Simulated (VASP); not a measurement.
# C in VASP: settings compared

Aim: see how the results for C move with the level of theory and the settings. Levels: PBE, LDA, r2SCAN, HSE06. Tasks: single point.

Everything below comes from runs of VASP 6.6.1. Logs are shortened: lines on timing, memory, paths and dates and some standing lists are left out, and cuts for length are marked.

## 1. The cell of the first run

The cell holds a slab with vacuum, 2 atoms: a = 2.466 Å, b = 2.466 Å, c = 26.000 Å, α = 90.00°, β = 90.00°, γ = 120.00°.

## 2. Single point, PBE

Contents of INCAR:

```
SYSTEM = C
PREC     = Accurate       ! precision mode
ENCUT    = 520            ! plane-wave cutoff, eV
EDIFF    = 1E-6           ! SCF threshold, eV
ISMEAR   = 0              ! smearing method
SIGMA    = 0.1            ! smearing width, eV
LREAL    = .FALSE.        ! projectors in reciprocal space
LASPH    = .TRUE.         ! aspherical terms in the spheres
NELM     = 60             ! most SCF steps
ALGO     = Normal         ! electronic algorithm
ISIF     = 2              ! what is computed and relaxed
LWAVE    = .FALSE.        ! write WAVECAR
LCHARG   = .FALSE.        ! write CHGCAR
LDIPOL   = .TRUE.       
IDIPOL   = 3            
DIPOL    = 0.5 0.5 0.500
GGA      = PE             ! functional
NBANDS   = 11             ! bands
```

Contents of KPOINTS:

```
Automatic mesh
0
G
  21 21 1
  0 0 0
```

Contents of POSCAR:

```
C
1.0
    2.4657067203      0.0000000000      0.0000000000
   -1.2328533601      2.1353646581      0.0000000000
    0.0000000000      0.0000000000     26.0000000000
C
2
Direct
    0.0000000000      0.0000000000      0.5000000000
    0.6666666667      0.3333333333      0.5000000000
```

Potentials or basis: VASP PAW PBE potentials, release 64 (C).

Launch:

```sh
cat potpaw_PBE.64/C/POTCAR > POTCAR
mpirun -np 1 vasp_std > vasp.out
```

OUTCAR:

```text
SYSTEM = C
   PREC = Accurate
   ENCUT = 520
   EDIFF = 1E-6
   ISMEAR = 0
   LREAL = .FALSE.
   LASPH = .TRUE.
   NELM = 60
   ISIF = 2
   GGA = PE

 ion  position               nearest neighbor table
   1  0.000  0.000  0.500-   2 1.42   2 1.42   2 1.42
   2  0.667  0.333  0.500-   1 1.42   1 1.42   1 1.42

  LATTYP: Found a hexagonal cell.
 ALAT       =     2.4657067203
 C/A-ratio  =    10.5446441728

  Lattice vectors:

 A1 = (   2.4657067203,   0.0000000000,   0.0000000000)
 A2 = (  -1.2328533601,   2.1353646581,   0.0000000000)
 A3 = (   0.0000000000,   0.0000000000,  26.0000000000)

Analysis of symmetry for initial positions (statically):
=====================================================================
 Subroutine PRICEL returns:
 Original cell was already a primitive cell.

 Routine SETGRP: Setting up the symmetry group for a
 hexagonal supercell.

 Subroutine GETGRP returns: Found 24 space group operations
 (whereof 12 operations were pure point group operations)
 out of a pool of 24 trial point group operations.

The static configuration has the point symmetry D_3h.
 The point group associated with its full space group is D_6h.

Analysis of symmetry for dynamics (positions and initial velocities):
=====================================================================
 Subroutine PRICEL returns:
 Original cell was already a primitive cell.

 Routine SETGRP: Setting up the symmetry group for a
 hexagonal supercell.

 Subroutine GETGRP returns: Found 24 space group operations
 (whereof 12 operations were pure point group operations)
 out of a pool of 24 trial point group operations.

The dynamic configuration has the point symmetry D_3h.
 The point group associated with its full space group is D_6h.

 Subroutine INISYM returns: Found 24 space group operations
 (whereof 12 operations are pure point group operations),
 and found     1 'primitive' translations

----------------------------------------------------------------------------------------

                                     Primitive cell

  volume of cell :     136.8948

  direct lattice vectors                    reciprocal lattice vectors
     2.465706720  0.000000000  0.000000000     0.405563237  0.234152044  0.000000000
    -1.232853360  2.135364658  0.000000000     0.000000000  0.468304089  0.000000000
     0.000000000  0.000000000 26.000000000     0.000000000  0.000000000  0.038461538

[... 95 lines left out ...]
   NUPDOWN=      -1.0000    fix difference up-down
   EMIN   =  10.00;   EMAX   =-10.00  energy-range for DOS
   EFERMI =   0.00;   METHOD = LEGACY
   ISMEAR =     0;   SIGMA  =   0.10  broadening in eV -4-tet -1-fermi 0-gaus
   EFERMI_NEDOS =   21; number of points for ismear=-14 and -15
   IALGO  =     38    algorithm
   IMIX   =      4    mixing-type and parameters
     AMIX     =   0.40;   BMIX     =  1.00
     AMIX_MAG =   1.60;   BMIX_MAG =  1.00
  volume/ion in A,a.u.               =      68.45       461.91
  Fermi-wavevector in a.u.,A,eV,Ry     =   0.635296  1.200535  5.491319  0.403601
  Thomas-Fermi vector in A             =   1.699581
   LORBIT       =      0    0 simple, 1 ext, 2 COOP (PROOUT), +10 PAW based schemes
   GGA     = PE    functional components
   LHFCALC =     F    Hartree Fock is set to
   AEXX    =    0.0000 exact exchange contribution
   IVDW    =     0    specifies the selected vdW correction
   LEPSILON=     F    determine dielectric tensor
   LRPA    =     F    only Hartree local field effects (RPA)
 non-spin polarized calculation
 Gauss-broadening in eV      SIGMA  =   0.10
  energy-cutoff  :      520.00
  volume of cell :      136.89
 maximum number of plane-waves:      3740
   NGX =  9   NGY =  9   NGZ = 97

 number of electron       7.9999997 magnetization

 dipolmoment           0.000000      0.000000     -0.000000 electrons x Angstroem

 Free energy of the ion-electron system (eV)
  ---------------------------------------------------
  ext. energy  EPLUGINS =         0.00000000
  ---------------------------------------------------
  free energy    TOTEN  =       -18.45101507 eV

  energy without entropy =      -18.45050334  energy(sigma->0) =      -18.45075921

 E-fermi :  -3.0883     XC(G=0):  -1.6760

 val. band max:       -3.0882733887   @ k =   0.3333   0.3333   0.0000
 cond. band min:      -3.0882733861   @ k =   0.3333   0.3333   0.0000
 fundamental gap:      0.0000000027
 Fermi energy:        -3.0882733879

 k-point     1 :       0.0000    0.0000    0.0000
  band No.  band energies     occupation
      1     -22.6135      2.00000
      2     -10.7078      2.00000
      3      -6.1343      2.00000
      4      -6.1343      2.00000
      5       0.1733      0.00000
      6       0.9449      0.00000
      7       1.2104      0.00000
      8       1.6752      0.00000
      9       1.9653      0.00000
     10       2.8640      0.00000
     11       3.2645      0.00000
[... 309 lines left out ...]
 k-point    24 :       0.1905    0.0952    0.0000
  band No.  band energies     occupation
      1     -21.1252      2.00000
      2     -10.2662      2.00000
      3      -8.9516      2.00000
      4      -8.6117      2.00000
      5       2.2086      0.00000
      6       2.9997      0.00000
      7       3.3025      0.00000
      8       3.7488      0.00000
      9       4.0455      0.00000
     10       4.2001      0.00000
     11       4.9340      0.00000

 [... further k-points ...]

------------------------ aborting loop because EDIFF is reached ----------------------------------------

 vacuum level on the upper side and lower side of the slab       (xc-potential included)        -0.009        -0.009

  FORCE on cell =-STRESS in cart. coord.  units (eV):
  Direction    XX          YY          ZZ          XY          YZ          ZX
  --------------------------------------------------------------------------------------
  -------------------------------------------------------------------------------------
  Total        0.1204044      0.1204044     -0.0106414      0.0000000      0.0000000     -0.0000000
  in kB        1.4091789      1.4091789     -0.1245441      0.0000000      0.0000000     -0.0000000
  external PRESSURE =       0.8979379 kB  Pullay stress =       0.0000000 kB

 VOLUME and BASIS-vectors are now :
 -----------------------------------------------------------------------------
  energy-cutoff  :      520.00
  volume of cell :      136.89
      direct lattice vectors                 reciprocal lattice vectors
     2.465706720  0.000000000  0.000000000     0.405563237  0.234152044  0.000000000
    -1.232853360  2.135364658  0.000000000     0.000000000  0.468304089  0.000000000
     0.000000000  0.000000000 26.000000000     0.000000000  0.000000000  0.038461538

 POSITION                                       TOTAL-FORCE (eV/Angst)
 -----------------------------------------------------------------------------------
      0.00000      0.00000     13.00000        -0.000000      0.000000      0.000000
      1.23285      0.71179     13.00000         0.000000      0.000000      0.000000
 -----------------------------------------------------------------------------------
    total drift:                               -0.000000      0.000000      0.000000

  FREE ENERGIE OF THE ION-ELECTRON SYSTEM (eV)
  ---------------------------------------------------
  free  energy   TOTEN  =       -18.4510150734 eV

  energy  without entropy=      -18.4505033368  energy(sigma->0) =      -18.45075921

 vacuum level on the upper side and lower side of the slab         1.144         1.144
```

OSZICAR:

```text
N       E                     dE             d eps       ncg     rms          rms(c)
DAV:   1     0.577059143787E+02    0.57706E+02   -0.32059E+03  1104   0.513E+02
DAV:   2    -0.137960975727E+02   -0.71502E+02   -0.59964E+02  1546   0.109E+02
DAV:   3    -0.196628566249E+02   -0.58668E+01   -0.58590E+01  1489   0.413E+01
[... 12 lines left out ...]
DAV:  16    -0.184509912785E+02   -0.24670E-04   -0.20518E-06  1227   0.564E-03    0.200E-03
DAV:  17    -0.184510099903E+02   -0.18712E-04   -0.27682E-07  1234   0.219E-03    0.320E-04
DAV:  18    -0.184510126756E+02   -0.26853E-05   -0.88542E-09  1278   0.433E-04    0.320E-04
DAV:  19    -0.184510148290E+02   -0.21534E-05   -0.27750E-08  1157   0.519E-04    0.555E-05
DAV:  20    -0.184510150734E+02   -0.24440E-06   -0.90560E-10  1273   0.107E-04
   1 F= -.18451015E+02 E0= -.18450759E+02  d E =-.511737E-03
```

Run time: 98 s. Hardware: 1 thread of Intel Xeon 6975P-C (Granite Rapids), shared host; peak memory 0.26 GiB.

Results:

```yaml
Free_energy: -18.4510 eV
Band_gap_on_the_k_mesh: zero (filled and empty bands touch)
```

Levels at points of the mesh, in eV from the Fermi level:
```csv
k point,band 1,band 2,band 3,band 4,band 5,band 6,band 7,band 8,band 9
"(0.00, 0.00, 0.00)",-19.53,-7.62,-3.05,-3.05,3.26,4.03,4.30,4.76,5.05
```

## 3. Single point, LDA

Contents of INCAR:

```
PREC = Accurate
ENCUT = 520
EDIFF = 1E-7
ISMEAR = 0
SIGMA = 0.1
LREAL = F
LASPH = T
NELM = 80
ALGO = Normal
ISIF = 2
LWAVE = F
LCHARG = F
LDIPOL = T
IDIPOL = 3
DIPOL = 0.5 0.5 0.500
NBANDS = 11
```

Contents of KPOINTS:

```
regular mesh
0
Gamma
  21 21 1
```

POSCAR is that of step 2.

Potentials or basis: VASP PAW LDA potentials, release 64 (C).

Launch:

```sh
cat potpaw_LDA.64/C/POTCAR > POTCAR
mpirun -np 1 vasp_std > vasp.out
```

OUTCAR:

```text
PREC = Accurate
   ENCUT = 520
   EDIFF = 1E-7
   ISMEAR = 0
   LREAL = F
   LASPH = T
   NELM = 80
   ISIF = 2

 ion  position               nearest neighbor table
   1  0.000  0.000  0.500-   2 1.42   2 1.42   2 1.42
   2  0.667  0.333  0.500-   1 1.42   1 1.42   1 1.42

  LATTYP: Found a hexagonal cell.
 ALAT       =     2.4657067203
 C/A-ratio  =    10.5446441728

  Lattice vectors:

 A1 = (   2.4657067203,   0.0000000000,   0.0000000000)
[... 528 lines left out ...]
 vacuum level on the upper side and lower side of the slab       (xc-potential included)        -0.012        -0.012

  FORCE on cell =-STRESS in cart. coord.  units (eV):
  Direction    XX          YY          ZZ          XY          YZ          ZX
  --------------------------------------------------------------------------------------
  -------------------------------------------------------------------------------------
  Total       -1.0426285     -1.0426285     -0.0133882     -0.0000000      0.0000000      0.0000000
  in kB      -12.2026281    -12.2026281     -0.1566911     -0.0000000      0.0000000      0.0000000
  external PRESSURE =      -8.1873158 kB  Pullay stress =       0.0000000 kB

 VOLUME and BASIS-vectors are now :
 -----------------------------------------------------------------------------
  energy-cutoff  :      520.00
  volume of cell :      136.89
      direct lattice vectors                 reciprocal lattice vectors
     2.465706720  0.000000000  0.000000000     0.405563237  0.234152044  0.000000000
    -1.232853360  2.135364658  0.000000000     0.000000000  0.468304089  0.000000000
     0.000000000  0.000000000 26.000000000     0.000000000  0.000000000  0.038461538

 POSITION                                       TOTAL-FORCE (eV/Angst)
 -----------------------------------------------------------------------------------
      0.00000      0.00000     13.00000         0.000000      0.000000      0.000000
      1.23285      0.71179     13.00000        -0.000000      0.000000      0.000000
 -----------------------------------------------------------------------------------
    total drift:                               -0.000000      0.000000      0.000000

  FREE ENERGIE OF THE ION-ELECTRON SYSTEM (eV)
  ---------------------------------------------------
  free  energy   TOTEN  =       -20.1680627026 eV

  energy  without entropy=      -20.1675509660  energy(sigma->0) =      -20.16780683

 vacuum level on the upper side and lower side of the slab         1.167         1.167
```

It took 1.7 min on 1 thread of Intel Xeon 6975P-C (Granite Rapids), shared host; peak memory 0.21 GiB.

What came out:

- Free energy: -20.1681 eV
- Band gap on the k mesh: zero (filled and empty bands touch)

(Continued in part 2 of 2.)
